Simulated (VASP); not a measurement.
Wanted: the native input for a VASP 6.6.1 run.

| Property | Result |
| --- | --- |
| Task | single point |
| Functional | PBEsol |
| Potentials or basis | VASP PAW PBE potentials, release 64 (Ti_sv, Si) |
| Cutoff | 520 eV |
| k mesh | 6 × 6 × 8 |
| Occupations | gaussian, width 0.1 eV |
| Spin | no spin polarisation |
| Dipole correction | no |
| Further INCAR settings | ALGO = Fast; EDIFF = 1e-07; NBANDS = 50 |

The structure of Ti3Si lies in POSCAR:

```
Ti3Si
1.0
    5.6421694939      0.0000000000      0.0000000000
   -2.8210847469      4.8862621142      0.0000000000
    0.0000000000      0.0000000000      4.5125848530
Ti Si
6 2
Direct
    0.3433769997      0.1716884998      0.7500000000
    0.8283115002      0.1716884998      0.7500000000
    0.8283115002      0.6566230003      0.7500000000
    0.6566230003      0.8283115002      0.2500000000
    0.1716884998      0.8283115002      0.2500000000
    0.1716884998      0.3433769997      0.2500000000
    0.3333333333      0.6666666667      0.7500000000
    0.6666666667      0.3333333333      0.2500000000
```

The input as run:

INCAR

```
SYSTEM = Ti3Si
ALGO = Fast ; EDIFF = 1E-7
ENCUT = 520 ; GGA = PS
ISIF = 2 ; ISMEAR = 0
LASPH = .True. ; LCHARG = .False.
LREAL = .False. ; LWAVE = .False.
NBANDS = 50 ; NELM = 100
PREC = Accurate ; SIGMA = 0.1
```

KPOINTS

```
k-points
0
Gamma
  6 6 8
  0 0 0
```

Potentials or basis: VASP PAW PBE potentials, release 64 (Ti_sv, Si).

The run is started by

```console
$ cat potpaw_PBE.64/Ti_sv/POTCAR potpaw_PBE.64/Si/POTCAR > POTCAR
$ mpirun -np 1 vasp_std > vasp.out
```

It gave:

- Pressure: -4.1 GPa
- Largest force: 0.012 eV/Å
- Band gap on the k mesh: zero (bands 40 and 41 overlap by 0.34 eV)

Caveat: the cell stands under tension; the PAW data sets were made with another functional, which shifts forces and pressure a little.

It took 9.9 min on 1 thread of Intel(R) Xeon(R) 6975P-C (Granite Rapids), on a shared host, peak memory 0.33 GiB.
